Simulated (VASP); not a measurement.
# NaI (R3m) in VASP: relaxation of cell and atoms with PBEsol

Aim: the relaxation of cell and atoms of NaI with PBEsol.

Everything below comes from runs of VASP 6.6.1. Logs are shortened: lines on timing, memory, paths and dates and some standing lists are left out, and cuts for length are marked.

## 1. The cell of the first run

It takes space group R3m (No. 160, trigonal). The conventional cell has a = 3.851 Å, b = 3.851 Å, c = 15.575 Å, α = 90.00°, β = 90.00°, γ = 120.00°. Within 2.9 Å of Na (site symmetry 3m) lie 3 I at 2.22 Å. I (site symmetry 3m) has 3 Na at 2.22 Å within 2.9 Å.

## 2. Relaxation of cell and atoms, PBEsol

INCAR

```
PREC = Accurate
ENCUT = 600
EDIFF = 1E-7
ISMEAR = -1
SIGMA = 0.03
LREAL = F
LASPH = T
NELM = 100
ALGO = Normal
ISIF = 3
LWAVE = F
LCHARG = F
GGA = PS
IBRION = 2
NSW = 100
EDIFFG = -0.01
```

KPOINTS

```
Automatic mesh
0
Gamma
  6 6 6
```

POSCAR

```
NaI
1.0
    1.9256839500      1.1117941500      5.1915055100
   -1.9256839500      1.1117941500      5.1915055100
    0.0000000000     -2.2235882900      5.1915055100
Na I
1 1
Direct
    0.9996712000      0.9996712000      0.9996712000
    0.3327618000      0.3327618000      0.3327618000
```

Potentials or basis: VASP PAW PBE potentials, release 64 (Na_pv, I).

On the command line:

```
$ cat potpaw_PBE.64/Na_pv/POTCAR potpaw_PBE.64/I/POTCAR > POTCAR
$ mpirun -np 1 vasp_std > vasp.out
```

OUTCAR:

```text
PREC = Accurate
   ENCUT = 600
   EDIFF = 1E-7
   ISMEAR = -1
   LREAL = F
   LASPH = T
   NELM = 100
   ISIF = 3
   GGA = PS
   IBRION = 2
   NSW = 100
   EDIFFG = -0.01

 ion  position               nearest neighbor table
   1  1.000  1.000  1.000-   2 2.22   2 2.22   2 2.22
   2  0.333  0.333  0.333-   1 2.22   1 2.22   1 2.22

  LATTYP: Found a trigonal (rhomboedric) cell.
 ALAT       =     5.6476609643
 COS(alpha) =     0.7674786789

  Lattice vectors:

 A1 = (   1.9256839500,   1.1117941500,   5.1915055100)
 A2 = (  -1.9256839500,   1.1117941500,   5.1915055100)
 A3 = (   0.0000000000,  -2.2235882900,   5.1915055100)

Analysis of symmetry for initial positions (statically):
=====================================================================
 Subroutine PRICEL returns:
 Original cell was already a primitive cell.

 Routine SETGRP: Setting up the symmetry group for a
 trigonal (rhombohedral) supercell.

 Subroutine GETGRP returns: Found  6 space group operations
 (whereof  6 operations were pure point group operations)
 out of a pool of 12 trial point group operations.

The static configuration has the point symmetry C_3v.

Analysis of symmetry for dynamics (positions and initial velocities):
=====================================================================
 Subroutine PRICEL returns:
 Original cell was already a primitive cell.

 Routine SETGRP: Setting up the symmetry group for a
 trigonal (rhombohedral) supercell.

 Subroutine GETGRP returns: Found  6 space group operations
 (whereof  6 operations were pure point group operations)
 out of a pool of 12 trial point group operations.

The dynamic configuration has the point symmetry C_3v.

 Subroutine INISYM returns: Found  6 space group operations
 (whereof  6 operations are pure point group operations),
 and found     1 'primitive' translations

----------------------------------------------------------------------------------------

                                     Primitive cell

  volume of cell :      66.6890

  direct lattice vectors                    reciprocal lattice vectors
     1.925683950  1.111794150  5.191505510     0.259648007  0.149907847  0.064207450
    -1.925683950  1.111794150  5.191505510    -0.259648007  0.149907847  0.064207450
     0.000000000 -2.223588290  5.191505510     0.000000000 -0.299815694  0.064207451

  length of vectors
     5.647660964  5.647660964  5.647660962     0.306613840  0.306613840  0.306613840

  position of ions in fractional coordinates (direct lattice)
     0.999671200  0.999671200  0.999671200
     0.332761800  0.332761800  0.332761800

  ion indices of the primitive-cell ions
   primitive index   ion index
                 1           1
                 2           2

----------------------------------------------------------------------------------------

 KPOINTS: Automatic mesh

Automatic generation of k-mesh.
 Grid dimensions read from file:
 generate k-points for:    6    6    6

 Generating k-lattice:

  Cartesian coordinates                     Fractional coordinates (reciprocal lattice)
     0.043274668  0.024984641  0.010701242     0.166666667 -0.000000000  0.000000000
    -0.043274668  0.024984641  0.010701242    -0.000000000  0.166666667  0.000000000
     0.000000000 -0.049969282  0.010701242     0.000000000  0.000000000  0.166666667

  Length of vectors
     0.051102307  0.051102307  0.051102307

  Shift w.r.t. Gamma in fractional coordinates (k-lattice)
     0.000000000  0.000000000  0.000000000

 Subroutine IBZKPT returns following result:
 ===========================================

 Found     32 irreducible k-points:

 Following reciprocal coordinates:
            Coordinates               Weight
  0.000000  0.000000  0.000000      1.000000
  0.166667  0.000000  0.000000      6.000000
  0.333333  0.000000 -0.000000      6.000000
  0.500000  0.000000 -0.000000      3.000000
  0.166667  0.166667  0.000000      6.000000
  0.333333  0.166667 -0.000000     12.000000
[... 16 lines left out ...]
  0.500000  0.500000  0.166667      6.000000
 -0.333333  0.500000  0.166667     12.000000
 [... further k-points ...]
   k-points           NKPTS =     32   k-points in BZ     NKDIM =     32   number of bands    NBANDS=     11
   number of dos      NEDOS =    301   number of ions     NIONS =      2
   total plane-waves  NPLWV = 110592
   dimension x,y,z NGX =    48 NGY =   48 NGZ =   48
   dimension x,y,z NGXF=    96 NGYF=   96 NGZF=   96
   ions per type =               1   1
   NGX,Y,Z   is equivalent  to a cutoff of  14.13, 14.13, 14.13 a.u.
   NGXF,Y,Z  is equivalent  to a cutoff of  28.26, 28.26, 28.26 a.u.
 SYSTEM =  unknown system
   PREC   = accura    normal or accurate (medium, high low for compatibility)
   ISTART =      0    job   : 0-new  1-cont  2-samecut
   ICHARG =      2    charge: 1-file 2-atom 10-const
   ISPIN  =      1    spin polarized calculation?
   LNONCOLLINEAR =      F non collinear calculations
   LSORBIT =      F    spin-orbit coupling
   LASPH  =      T    aspherical Exc in radial PAW
   ENCUT  =  600.0 eV  44.10 Ry    6.64 a.u.  11.28 11.28 11.28*2*pi/ulx,y,z
   NELM   =    100;   NELMIN=  2; NELMDL= -5     # of ELM steps
   EDIFF  = 0.1E-06   stopping-criterion for ELM
   LREAL  =      F    real-space projection
   EDIFFG = -.1E-01   stopping-criterion for IOM
   NSW    =    100    number of steps for IOM
   IBRION =      2    ionic relax: 0-MD 1-quasi-New 2-CG
   NFREE  =      1    steps in history (QN), initial steepest desc. (CG)
   ISIF   =      3    stress and relaxation
   ISYM   =      2    0-nonsym 1-usesym 2-fastsym
   POTIM  = 0.5000    time-step for ionic-motion
   TEBEG  =    0.0;   TEEND  =   0.0 temperature during run
   PSTRESS=    0.0 pullay stress
   NELECT =      14.0000    total number of electrons
   NUPDOWN=      -1.0000    fix difference up-down
   EMIN   =  10.00;   EMAX   =-10.00  energy-range for DOS
   EFERMI =   0.00;   METHOD = LEGACY
   ISMEAR =    -1;   SIGMA  =   0.03  broadening in eV -4-tet -1-fermi 0-gaus
   EFERMI_NEDOS =   21; number of points for ismear=-14 and -15
   IALGO  =     38    algorithm
   IMIX   =      4    mixing-type and parameters
     AMIX     =   0.40;   BMIX     =  1.00
     AMIX_MAG =   1.60;   BMIX_MAG =  1.00
  volume/ion in A,a.u.               =      33.34       225.02
  Fermi-wavevector in a.u.,A,eV,Ry     =   0.972970  1.838647 12.880240  0.946671
  Thomas-Fermi vector in A             =   2.103312
   LORBIT       =      0    0 simple, 1 ext, 2 COOP (PROOUT), +10 PAW based schemes
   GGA     = PS    functional components
   LHFCALC =     F    Hartree Fock is set to
   AEXX    =    0.0000 exact exchange contribution
   IVDW    =     0    specifies the selected vdW correction
   LEPSILON=     F    determine dielectric tensor
   LRPA    =     F    only Hartree local field effects (RPA)
 conjugate gradient relaxation of ions
 non-spin polarized calculation
  energy-cutoff  :      600.00
  volume of cell :       66.69
 maximum number of plane-waves:      2264
 NGX is ok and might be reduce to    48
   NGX = 23   NGY = 23   NGZ = 23

--------------------------------------- Ionic step        1  -------------------------------------------

 number of electron      14.0000002 magnetization

 Free energy of the ion-electron system (eV)
  ---------------------------------------------------
  ext. energy  EPLUGINS =         0.00000000
  ---------------------------------------------------
  free energy    TOTEN  =        -0.71832724 eV

  energy without entropy =       -0.71832724  energy(sigma->0) =       -0.71832724

------------------------ aborting loop because EDIFF is reached ----------------------------------------

  FORCE on cell =-STRESS in cart. coord.  units (eV):
  Direction    XX          YY          ZZ          XY          YZ          ZX
  --------------------------------------------------------------------------------------
  -------------------------------------------------------------------------------------
  Total       21.2713387     21.2713387     -0.0907222      0.0000000     -0.0000000      0.0000000
  in kB      511.0359361    511.0359359     -2.1795657      0.0000000     -0.0000000      0.0000000
  external PRESSURE =     339.9641021 kB  Pullay stress =       0.0000000 kB
[... 89 lines left out ...]
  FREE ENERGIE OF THE ION-ELECTRON SYSTEM (eV)
  ---------------------------------------------------
  free  energy   TOTEN  =        -5.2217612169 eV

  energy  without entropy=       -5.2217612169  energy(sigma->0) =       -5.22176122

 E-fermi :   0.0769     XC(G=0):  -6.8026

 val. band max:       -0.5369320494   @ k =   0.0000   0.0000   0.0000
 cond. band min:       2.7856332313   @ k =   0.0000   0.0000   0.0000
 fundamental gap:      3.3225652807
 Fermi energy:         0.0768860032

 k-point     1 :       0.0000    0.0000    0.0000
  band No.  band energies     occupation
      1     -22.8357      2.00000
      2     -22.8258      2.00000
      3     -22.8258      2.00000
      4     -11.3871      2.00000
      5      -0.9506      2.00000
      6      -0.9506      2.00000
      7      -0.5369      2.00000
      8       2.7856      0.00000
      9       6.4710      0.00000
     10       6.4710      0.00000
     11       8.4714      0.00000
[... 309 lines left out ...]
 k-point    24 :      -0.3333    0.5000    0.1667
  band No.  band energies     occupation
      1     -22.8383      2.00000
      2     -22.8275      2.00000
      3     -22.8270      2.00000
      4     -11.1604      2.00000
      5      -1.9595      2.00000
      6      -1.5920      2.00000
      7      -1.2164      2.00000
      8       4.5781      0.00000
      9       6.0681      0.00000
     10       7.0982      0.00000
     11       7.8560      0.00000

 [... further k-points ...]

[... ionic steps 4 to 43 ...]

--------------------------------------- Ionic step       44  -------------------------------------------

 number of electron      13.9999998 magnetization

------------------------ aborting loop because EDIFF is reached ----------------------------------------

  FORCE on cell =-STRESS in cart. coord.  units (eV):
  Direction    XX          YY          ZZ          XY          YZ          ZX
  --------------------------------------------------------------------------------------
  -------------------------------------------------------------------------------------
  Total       -0.0194674     -0.0194674     -0.0841240      0.0000000     -0.0000000     -0.0000000
  in kB       -0.3528910     -0.3528910     -1.5249415      0.0000000     -0.0000000     -0.0000000
  external PRESSURE =      -0.7435745 kB  Pullay stress =       0.0000000 kB
[... 57 lines left out ...]
  energy  without entropy=       -5.4877579435  energy(sigma->0) =       -5.48775794

--------------------------------------- Ionic step       46  -------------------------------------------

 number of electron      13.9999998 magnetization

 Free energy of the ion-electron system (eV)
  ---------------------------------------------------
  ext. energy  EPLUGINS =         0.00000000
  ---------------------------------------------------
  free energy    TOTEN  =        -5.48778487 eV

  energy without entropy =       -5.48778487  energy(sigma->0) =       -5.48778487

 E-fermi :  -0.4636     XC(G=0):  -6.6308

 val. band max:       -1.1081899483   @ k =   0.0000   0.0000   0.0000
 cond. band min:       2.6266526140   @ k =   0.0000   0.0000   0.0000
 fundamental gap:      3.7348425623
 Fermi energy:        -0.4635665607

 k-point     1 :       0.0000    0.0000    0.0000
  band No.  band energies     occupation
      1     -23.0177      2.00000
      2     -23.0177      2.00000
      3     -23.0172      2.00000
      4     -11.5997      2.00000
      5      -1.1354      2.00000
      6      -1.1082      2.00000
      7      -1.1082      2.00000
      8       2.6267      0.00000
      9       6.6965      0.00000
     10       6.7844      0.00000
     11       6.7844      0.00000
[... 309 lines left out ...]
 k-point    24 :      -0.3333    0.5000    0.1667
  band No.  band energies     occupation
      1     -23.0204      2.00000
      2     -23.0186      2.00000
      3     -23.0182      2.00000
      4     -11.4189      2.00000
      5      -2.1330      2.00000
      6      -1.7406      2.00000
      7      -1.5728      2.00000
      8       4.5476      0.00000
      9       5.6493      0.00000
     10       7.0354      0.00000
     11       7.2861      0.00000

 [... further k-points ...]

------------------------ aborting loop because EDIFF is reached ----------------------------------------

  FORCE on cell =-STRESS in cart. coord.  units (eV):
  Direction    XX          YY          ZZ          XY          YZ          ZX
  --------------------------------------------------------------------------------------
  -------------------------------------------------------------------------------------
  Total        0.0051261      0.0051261      0.0039502      0.0000000      0.0000000      0.0000000
  in kB        0.0936198      0.0936198      0.0721445      0.0000000      0.0000000      0.0000000
  external PRESSURE =       0.0864614 kB  Pullay stress =       0.0000000 kB
[... 17 lines left out ...]
  FREE ENERGIE OF THE ION-ELECTRON SYSTEM (eV)
  ---------------------------------------------------
  free  energy   TOTEN  =        -5.4877848684 eV

  energy  without entropy=       -5.4877848684  energy(sigma->0) =       -5.48778487

 reached required accuracy - stopping structural energy minimisation
```

Run time: 13 min. Hardware: 1 thread of Intel Xeon 6975P-C (Granite Rapids), shared host; peak memory 0.37 GiB.

What came out:

```
Free energy                           : -5.4878 eV
Relaxed volume                        : 43.86 Å³/atom
Relaxed cell                          : a = 5.004 Å, b = 5.004 Å, c = 5.004 Å, α = 59.57°, β = 59.57°, γ = 59.57°
Space group after relaxing (to 0.1 Å) : F-43m (No. 216)
Energy gained by relaxing             : 2384.7 meV/atom
Ionic steps                           : 46
Pressure after relaxing               : 0.0 GPa
Largest force after relaxing          : 0.005 eV/Å
Band gap on the k mesh                : 3.73 eV
```

Forces on the atoms (eV/Å):
```
Na   0.000  0.000  0.005
I    0.000  0.000 -0.005
```

Step by step:
```csv
step,energy change (eV),largest force (eV/Å),pressure (GPa),volume (Å³)
1,0.0000,0.0310,34.00,66.69
3,-4.5034,0.0138,0.95,111.05
5,-4.5412,0.0160,-0.14,120.44
7,-4.5420,0.0163,-0.03,118.77
9,-4.5487,0.0227,-0.04,114.80
11,-4.5985,0.0739,-0.10,98.89
13,-4.5858,0.5997,3.28,67.05
15,-4.7168,0.0475,0.74,75.96
17,-4.7181,0.0093,0.81,75.27
19,-4.7230,0.0175,0.57,76.34
21,-4.7262,0.0541,-0.32,81.26
23,-4.7284,0.0394,0.01,79.23
25,-4.7287,0.0376,0.01,79.30
27,-4.7299,0.0283,0.03,79.62
29,-4.7322,0.0349,0.11,80.88
31,-4.7325,0.0365,0.11,81.00
33,-4.7338,0.0442,0.11,81.55
35,-4.7372,0.0942,0.09,83.73
37,-4.7488,0.0470,-0.04,85.99
39,-4.7474,0.0791,-0.76,94.85
41,-4.7615,0.0452,-0.39,91.20
43,-4.7691,0.0175,-0.10,88.57
45,-4.7694,0.0103,-0.02,87.93
46,-4.7695,0.0046,0.01,87.73
```

Final structure:
```
CELL_PARAMETERS angstrom
2.48562 1.43507 4.09894
-2.48562 1.43507 4.09894
0.00000 -2.87014 4.09894
ATOMIC_POSITIONS crystal
Na 0.04186 0.04186 0.04186
I 0.29057 0.29057 0.29057
```

Levels at points of the mesh, in eV from the valence-band top:
| k point | band 5 | band 6 | band 7 | band 8 | band 9 | band 10 |
| --- | --- | --- | --- | --- | --- | --- |
| (0.00, 0.00, 0.00) | -0.03 | 0.00 | 0.00 | 3.73 | 7.80 | 7.89 |
| (0.50, 0.00, 0.00) | -1.28 | -0.16 | -0.14 | 5.35 | 7.57 | 7.63 |
| (0.50, 0.50, 0.00) | -1.18 | -0.43 | -0.41 | 5.07 | 6.15 | 9.02 |
| (0.50, 0.50, 0.50) | -1.28 | -0.13 | -0.13 | 5.37 | 7.62 | 7.65 |

Caveat: the volume moved by over 15 % at a fixed basis, so the end points are rough; the PAW data sets were made with another functional, which shifts forces and pressure a little; spin-orbit coupling is left out, which moves the levels of the heavy elements.
